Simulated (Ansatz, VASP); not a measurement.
## CoO: VASP beside Ansatz

```
Co O
1.0
     2.57246    0.00000    2.57246
     0.00000    2.57246    2.57246
     0.00000    0.00000    5.14492
Co O
2 2
Direct
  0.00000 0.00000 0.00000
  0.00000 0.00000 0.50000
  0.50000 0.50000 0.75000
  0.50000 0.50000 0.25000
```

Alike in both runs: task single point; functional PBEsol; k mesh 16 × 16 × 8; occupations gaussian, width 0.1 eV; collinear spin.

|  | VASP | Ansatz |
| --- | --- | --- |
| version | VASP 6.6.1 | Ansatz 0.2.0 |
| potentials or method | VASP PAW PBE potentials, release 64 (Co, O), cutoff 520 eV | scalar-relativistic, plane waves, PAW |
| valence electrons in the cell | 30 | 46 |

|  | VASP | Ansatz | Ansatz less VASP |
| --- | --- | --- | --- |
| gap on the k mesh at the Fermi level (eV) | 0.14 | 0.15 | +0.003 |
| least direct gap on the mesh (eV) | 0.24 | 0.25 | +0.004 |
| pressure (GPa) | -2.2 | -1.6 | +0.64 |
| net moment per atom (μB) | 0.00 | 0.00 | 0.000 |
| size of the moment on the site where the two differ most (μB) | 2.30 | 2.27 | -0.030 |

VASP's potentials were made for PBE, not for PBEsol. Site moments also hang on the region over which each program counts them. With one functional, cell and mesh, what is left measures potentials, basis and numerics. VASP's potentials hold 30 valence electrons a cell and Ansatz's 46, so a difference there can come from the potentials and not from the codes.
